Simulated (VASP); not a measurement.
Sr: single point with PBE

The system is Sr.

```
Sr
1.0
     4.15445    0.00000    0.00000
    -2.07723    3.59786    0.00000
     0.00000    0.00000   13.61006
Sr
4
Direct
  0.00000 0.00000 0.00000
  0.33333 0.66667 0.25000
  0.00000 0.00000 0.50000
  0.66667 0.33333 0.75000
```

This isn't the form of Sr at room conditions, which is fcc.

```json
{
 "Program": "VASP 6.6.1",
 "Task": "single point",
 "Functional": "PBE",
 "Potentials or basis": "VASP PAW PBE potentials, release 64 (Sr_sv)",
 "Cutoff": "520 eV",
 "k mesh": "12 × 12 × 4",
 "Occupations": "gaussian, width 0.1 eV",
 "Spin": "no spin polarisation",
 "Dipole correction": "no",
 "Further INCAR settings": "ALGO = Fast; EDIFF = 1e-06; NBANDS = 28"
}
```

```json
{
  "Pressure": "1.0 GPa",
  "Band gap on the k mesh": "zero (bands 20 and 21 overlap by 0.17 eV)"
}
```

Levels at points of the mesh, in eV from the Fermi level:
```tsv
k point	band 18	band 19	band 20	band 21	band 22	band 23
(0.00, 0.00, 0.00)	-2.79	-2.78	-1.20	0.14	1.26	1.28
(0.50, 0.00, 0.00)	-0.90	-0.76	-0.64	0.08	0.23	0.27
(0.00, 0.00, 0.50)	-3.52	-1.81	-1.81	0.55	0.55	2.01
(0.50, 0.00, 0.50)	-1.05	-0.69	-0.69	0.14	0.14	0.32
```

Wall time 10 min on 1 thread of Oxide Virtual Turin-like Processor, with other jobs on the host, peak memory 0.43 GiB.
